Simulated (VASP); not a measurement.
# Sr4Ti3MnO12 (P4/mmm) in VASP: single point with PBEsol+U

Aim: the single point of Sr4Ti3MnO12 with PBEsol+U.

Everything below comes from runs of VASP 6.6.1. Logs are shortened: lines on timing, memory, paths and dates and some standing lists are left out, and cuts for length are marked.

### Step 1. The cell of the first run

Symmetry: P4/mmm, No. 123, tetragonal system. Conventional cell: a = 5.520 Å, b = 5.520 Å, c = 7.807 Å, α = 90.00°, β = 90.00°, γ = 90.00°. Within 3.6 Å of Sr (site symmetry 2mm) lie 12 O at 2.75 to 2.78 Å and 2 Mn at 3.37 Å and 6 Ti at 3.37 to 3.39 Å. Mn (site symmetry 4/mmm) has 6 O at 1.92 to 1.93 Å within 2.5 Å. Within 2.6 Å of Ti (site symmetry 4/mmm) lie 6 O at 1.95 to 1.98 Å. Within 2.6 Å of Ti (site symmetry 4/mmm) lie 6 O at 1.94 to 1.98 Å. Within 2.6 Å of Ti (site symmetry 4/mmm) lie 6 O at 1.95 to 1.96 Å. Within 2.5 Å of O (site symmetry 4mm) lie 1 Mn at 1.92 Å and 1 Ti at 1.98 Å. O (site symmetry 4mm) has 2 Ti at 1.94 to 1.96 Å within 2.6 Å. O (site symmetry m2m) has 1 Mn at 1.93 Å and 1 Ti at 1.98 Å within 2.6 Å.

### Step 2. Single point, PBEsol+U

File INCAR:

```
SYSTEM = Sr4Ti3MnO12
  PREC = Accurate
  ENCUT = 520
  EDIFF = 1E-6
  ISMEAR = 0
  SIGMA = 0.05
  LREAL = Auto
  LASPH = .TRUE.
  NELM = 150
  ALGO = Normal
  ISIF = 2
  LWAVE = .FALSE.
  LCHARG = .FALSE.
  LMAXMIX = 4
  LDAU = .TRUE.
  LDAUTYPE = 2
  LDAUL = -1 2 -1 -1
  LDAUU = 0 3.5 0 0
  LDAUJ = 0 0 0 0
  LDAUPRINT = 1
  GGA = PS
  NBANDS = 96
```

File KPOINTS:

```
regular mesh
0
G
  3 3 2
  0 0 0
```

File POSCAR:

```
Sr4Ti3MnO12
1.0
    3.9033639000      3.9033639000      0.0000000000
   -3.9033639000      3.9033639000      0.0000000000
    0.0000000000      0.0000000000      7.8067278000
Sr Mn Ti O
4 1 3 12
Direct
    0.5000000000      0.0000000000      0.2472553929
    0.5000000000      0.0000000000      0.7527446071
    0.0000000000      0.5000000000      0.2472553929
    0.0000000000      0.5000000000      0.7527446071
    0.0000000000      1.0000000000      1.0000000000
    0.0000000000      1.0000000000      0.5000000000
    0.5000000000      0.5000000000      1.0000000000
    0.5000000000      0.5000000000      0.5000000000
    0.0000000000      1.0000000000      0.2458926305
    0.0000000000      1.0000000000      0.7541073695
    0.5000000000      0.5000000000      0.2488968831
    0.5000000000      0.5000000000      0.7511031169
    0.2467607490      0.7532392510      1.0000000000
    0.2498828414      0.7501171586      0.5000000000
    0.7532392510      0.2467607490      1.0000000000
    0.7501171586      0.2498828414      0.5000000000
    0.2467607490      0.2467607490      1.0000000000
    0.2498828414      0.2498828414      0.5000000000
    0.7532392510      0.7532392510      1.0000000000
    0.7501171586      0.7501171586      0.5000000000
```

Potentials or basis: VASP PAW PBE potentials, release 64 (Sr_sv, Mn_pv, Ti_sv, O).

Launch:

```console
cat potpaw_PBE.64/Sr_sv/POTCAR potpaw_PBE.64/Mn_pv/POTCAR potpaw_PBE.64/Ti_sv/POTCAR potpaw_PBE.64/O/POTCAR > POTCAR
mpirun -np 1 vasp_std > vasp.out
```

OUTCAR:

```text
SYSTEM = Sr4Ti3MnO12
   PREC = Accurate
   ENCUT = 520
   EDIFF = 1E-6
   ISMEAR = 0
   LREAL = Auto
   LASPH = .TRUE.
   NELM = 150
   ISIF = 2
   GGA = PS

 ion  position               nearest neighbor table
   1  0.500  0.000  0.247-  13 2.75  15 2.75  17 2.75  19 2.75   9 2.76   9 2.76  11 2.76  11 2.76
                            16 2.78  20 2.78  14 2.78  18 2.78   7 3.37   5 3.37   5 3.37   7 3.37
   2  0.500  0.000  0.753-  13 2.75  15 2.75  17 2.75  19 2.75  10 2.76  10 2.76  12 2.76  12 2.76
                            16 2.78  20 2.78  14 2.78  18 2.78   7 3.37   5 3.37   5 3.37   7 3.37
   3  0.000  0.500  0.247-  13 2.75  15 2.75  17 2.75  19 2.75   9 2.76   9 2.76  11 2.76  11 2.76
                            16 2.78  20 2.78  14 2.78  18 2.78   5 3.37   5 3.37   7 3.37   7 3.37
   4  0.000  0.500  0.753-  13 2.75  15 2.75  17 2.75  19 2.75  10 2.76  10 2.76  12 2.76  12 2.76
                            16 2.78  20 2.78  14 2.78  18 2.78   5 3.37   5 3.37   7 3.37   7 3.37
   5  0.000  0.000  0.000-   9 1.92  10 1.92  13 1.93  15 1.93  17 1.93  19 1.93   3 3.37   4 3.37
                             1 3.37   2 3.37   3 3.37   4 3.37   1 3.37   2 3.37
   6  0.000  0.000  0.500-  14 1.95  16 1.95  18 1.95  20 1.95   9 1.98  10 1.98   3 3.39   4 3.39
                             1 3.39   2 3.39   3 3.39   4 3.39   1 3.39   2 3.39
   7  0.500  0.500  0.000-  11 1.94  12 1.94  13 1.98  15 1.98  17 1.98  19 1.98   3 3.37   4 3.37
                             1 3.37   2 3.37   1 3.37   2 3.37   3 3.37   4 3.37
   8  0.500  0.500  0.500-  14 1.95  16 1.95  18 1.95  20 1.95  11 1.96  12 1.96   3 3.39   4 3.39
                             1 3.39   2 3.39   1 3.39   2 3.39   3 3.39   4 3.39
   9  0.000  0.000  0.246-   5 1.92   6 1.98   1 2.76   3 2.76   3 2.76   1 2.76
  10  0.000  0.000  0.754-   5 1.92   6 1.98   2 2.76   4 2.76   4 2.76   2 2.76
  11  0.500  0.500  0.249-   7 1.94   8 1.96   1 2.76   3 2.76   1 2.76   3 2.76
  12  0.500  0.500  0.751-   7 1.94   8 1.96   2 2.76   4 2.76   2 2.76   4 2.76
  13  0.247  0.753  0.000-   5 1.93   7 1.98   3 2.75   4 2.75   1 2.75   2 2.75
  14  0.250  0.750  0.500-   6 1.95   8 1.95   3 2.78   4 2.78   1 2.78   2 2.78
  15  0.753  0.247  0.000-   5 1.93   7 1.98   3 2.75   4 2.75   1 2.75   2 2.75
  16  0.750  0.250  0.500-   6 1.95   8 1.95   3 2.78   4 2.78   1 2.78   2 2.78
  17  0.247  0.247  0.000-   5 1.93   7 1.98   3 2.75   4 2.75   1 2.75   2 2.75
  18  0.250  0.250  0.500-   6 1.95   8 1.95   3 2.78   4 2.78   1 2.78   2 2.78
  19  0.753  0.753  0.000-   5 1.93   7 1.98   3 2.75   4 2.75   1 2.75   2 2.75
  20  0.750  0.750  0.500-   6 1.95   8 1.95   3 2.78   4 2.78   1 2.78   2 2.78

  LATTYP: Found a simple tetragonal cell.
 ALAT       =     5.5201901663
 C/A-ratio  =     1.4142135624

  Lattice vectors:

 A1 = (   3.9033639000,   3.9033639000,   0.0000000000)
 A2 = (  -3.9033639000,   3.9033639000,   0.0000000000)
 A3 = (   0.0000000000,   0.0000000000,   7.8067278000)
[... 213 lines left out ...]
  o =  0.5724  v =  0.0000  0.0145  0.0000  0.9999  0.0000  0.0000  0.0000  0.0000  0.0000  0.0000      0.0000  0.0000  0.0000  0.0000  0.0000  0.0000  0.0000  0.0000  0.0000  0.0000
  o =  0.5724  v =  0.0000  0.0000  0.0000  0.0000  0.0000  0.0000  0.0145  0.0000  0.9999  0.0000      0.0000  0.0000  0.0000  0.0000  0.0000  0.0000  0.0000  0.0000  0.0000  0.0000
  o =  0.5724  v =  0.0000  0.0000  0.0000  0.0000  0.0000  0.0000 -0.9999 -0.0000  0.0145 -0.0000      0.0000  0.0000  0.0000  0.0000  0.0000  0.0000  0.0000  0.0000  0.0000  0.0000
  o =  0.5724  v =  0.0000 -0.9999 -0.0000  0.0145 -0.0000  0.0000  0.0000  0.0000  0.0000  0.0000      0.0000  0.0000  0.0000  0.0000  0.0000  0.0000  0.0000  0.0000  0.0000  0.0000
  o =  0.6477  v =  1.0000  0.0000  0.0000  0.0000  0.0000  0.0000  0.0000  0.0000  0.0000  0.0000      0.0000  0.0000  0.0000  0.0000  0.0000  0.0000  0.0000  0.0000  0.0000  0.0000
  o =  0.6477  v =  0.0000  0.0000  0.0000  0.0000  0.0000  1.0000  0.0000  0.0000  0.0000  0.0000      0.0000  0.0000  0.0000  0.0000  0.0000  0.0000  0.0000  0.0000  0.0000  0.0000

 number of electron     160.9999968 magnetization

 Free energy of the ion-electron system (eV)
  ---------------------------------------------------
  ext. energy  EPLUGINS =         0.00000000
  ---------------------------------------------------
  free energy    TOTEN  =      -159.49845342 eV

  energy without entropy =     -159.46909834  energy(sigma->0) =     -159.48377588

 E-fermi :   4.5817     XC(G=0): -11.5460

 val. band max:        4.5747609869   @ k =   0.3333   0.3333   0.0000
 cond. band min:       4.5850222856   @ k =   0.3333   0.3333   0.5000
 fundamental gap:      0.0102612987
 Fermi energy:         4.5816571316

 k-point     1 :       0.0000    0.0000    0.0000
  band No.  band energies     occupation
      1     -52.3799      2.00000
      2     -52.3643      2.00000
      3     -52.3023      2.00000
      4     -44.2541      2.00000
      5     -44.0658      2.00000
      6     -44.0658      2.00000
[... 559 lines left out ...]
     91       7.5007      0.00000
     92       7.7443      0.00000
 [bands above 92 left out]

------------------------ aborting loop because EDIFF is reached ----------------------------------------

  FORCE on cell =-STRESS in cart. coord.  units (eV):
  Direction    XX          YY          ZZ          XY          YZ          ZX
  --------------------------------------------------------------------------------------
  -------------------------------------------------------------------------------------
  Total       -8.0588819     -8.0588819     -8.4096175      0.0000000      0.0000000      0.0000000
  in kB      -54.2760528    -54.2760528    -56.6382346      0.0000000      0.0000000      0.0000000
  external PRESSURE =     -55.0634467 kB  Pullay stress =       0.0000000 kB

 VOLUME and BASIS-vectors are now :
 -----------------------------------------------------------------------------
  energy-cutoff  :      520.00
  volume of cell :      237.89
      direct lattice vectors                 reciprocal lattice vectors
     3.903363900  3.903363900  0.000000000     0.128094642  0.128094642  0.000000000
    -3.903363900  3.903363900  0.000000000    -0.128094642  0.128094642  0.000000000
     0.000000000  0.000000000  7.806727800     0.000000000  0.000000000  0.128094642

 POSITION                                       TOTAL-FORCE (eV/Angst)
 -----------------------------------------------------------------------------------
      1.95168      1.95168      1.93026         0.000000     -0.000000     -0.031698
      1.95168      1.95168      5.87647         0.000000     -0.000000      0.031698
     -1.95168      1.95168      1.93026         0.000000     -0.000000     -0.031698
     -1.95168      1.95168      5.87647         0.000000     -0.000000      0.031698
      0.00000      0.00000      0.00000         0.000000     -0.000000     -0.000000
      0.00000      0.00000      3.90336         0.000000     -0.000000     -0.000000
[... 12 lines left out ...]
      0.00000      5.88033      0.00000         0.000000      0.111872     -0.000000
      0.00000      5.85596      3.90336         0.000000     -0.027147     -0.000000
 -----------------------------------------------------------------------------------
    total drift:                                0.000000     -0.000000     -0.000000

  FREE ENERGIE OF THE ION-ELECTRON SYSTEM (eV)
  ---------------------------------------------------
  free  energy   TOTEN  =      -159.4984534231 eV

  energy  without entropy=     -159.4690983389  energy(sigma->0) =     -159.48377588
```

OSZICAR:

```text
N       E                     dE             d eps       ncg     rms          rms(c)
[... 13 lines left out ...]
DAV:  14    -0.159499438218E+03    0.52419E-02   -0.13488E-02  1648   0.704E-01    0.686E-01
DAV:  15    -0.159499144552E+03    0.29367E-03   -0.24017E-03  1608   0.280E-01    0.467E-01
DAV:  16    -0.159498539601E+03    0.60495E-03   -0.10975E-03  1624   0.224E-01    0.164E-01
DAV:  17    -0.159498499537E+03    0.40063E-04   -0.60986E-04  1560   0.109E-01    0.112E-01
DAV:  18    -0.159498472053E+03    0.27485E-04   -0.93353E-05  1528   0.492E-02    0.703E-02
DAV:  19    -0.159498457634E+03    0.14418E-04   -0.28456E-05  1728   0.309E-02    0.332E-02
DAV:  20    -0.159498453277E+03    0.43573E-05   -0.11136E-05  1472   0.253E-02    0.117E-02
DAV:  21    -0.159498453423E+03   -0.14603E-06   -0.69467E-06  1440   0.134E-02
   1 F= -.15949845E+03 E0= -.15948378E+03  d E =-.293551E-01
```

stdout:

```text
POSCAR found type information on POSCAR SrMnTiO
 POSCAR found :  4 types and      20 ions
 scaLAPACK will be used
 -----------------------------------------------------------------------------
|                                                                             |
|                                                                             |
|     You enforced a specific xc type in the INCAR file but a different       |
|     I HOPE YOU KNOW WHAT YOU ARE DOING!                                     |
|                                                                             |
 -----------------------------------------------------------------------------

 LDA part: xc-table for (Slater+PW92), standard interpolation
 POSCAR, INCAR and KPOINTS ok, starting setup
 FFT: planning ... GRIDC
 FFT: planning ... GRID_SOFT
 FFT: planning ... GRID
 WAVECAR not read
 entering main loop
```

It took 6.3 min on 1 thread of Intel Xeon Platinum 8259CL at 2.50GHz (Skylake/Cascade Lake), shared host; peak memory 0.37 GiB.

What came out:

```
Free energy            : -159.4985 eV
Pressure               : -5.5 GPa
Largest force          : 0.265 eV/Å
Band gap on the k mesh : zero (an odd number of electrons rules out a gap without spin polarisation)
```

Forces on the atoms (eV/Å):
```
Sr   0.000  0.000 -0.032
Sr   0.000  0.000  0.032
Sr   0.000  0.000 -0.032
Sr   0.000  0.000  0.032
Mn   0.000  0.000  0.000
Ti   0.000  0.000  0.000
Ti   0.000  0.000  0.000
Ti   0.000  0.000  0.000
O    0.000  0.000 -0.265
O    0.000  0.000  0.265
O    0.000  0.000  0.082
O    0.000  0.000 -0.082
O   -0.112  0.000  0.000
O    0.027  0.000  0.000
O    0.112  0.000  0.000
O   -0.027  0.000  0.000
O    0.000 -0.112  0.000
O    0.000  0.027  0.000
O    0.000  0.112  0.000
O    0.000 -0.027  0.000
```

Stress tensor (GPa, compression positive):
```
-5.43  0.00  0.00
 0.00 -5.43  0.00
 0.00  0.00 -5.66
```

Levels at points of the mesh, in eV from the Fermi level:
```csv
k point,band 77,band 78,band 79,band 80,band 81,band 82,band 83,band 84,band 85,band 86
"(0.00, 0.00, 0.00)",-0.83,-0.76,-0.76,-0.72,-0.27,-0.27,1.19,1.83,1.87,1.87
"(0.00, 0.00, 0.50)",-1.34,-0.84,-0.83,-0.74,0.12,0.12,1.19,1.83,2.11,2.11
```

Eigenvalues of the final occupation matrices:
```
    site  spin  trace               eigenvalues
site 5 d     1   2.48  0.34 0.35 0.57 0.57 0.65
site 5 d     2   2.48  0.34 0.35 0.57 0.57 0.65
```

Caveat: the k points lie up to 0.40 Å⁻¹ apart, too coarse for converged energies and pressures of a metal; the PAW data sets were made with another functional, which shifts forces and pressure a little; an odd number of electrons without spin polarisation forces a metal; a magnetic or distorted state may lie lower; the run has no spin polarisation, though such a crystal can be magnetic; U without spin polarisation on a metal has little footing.
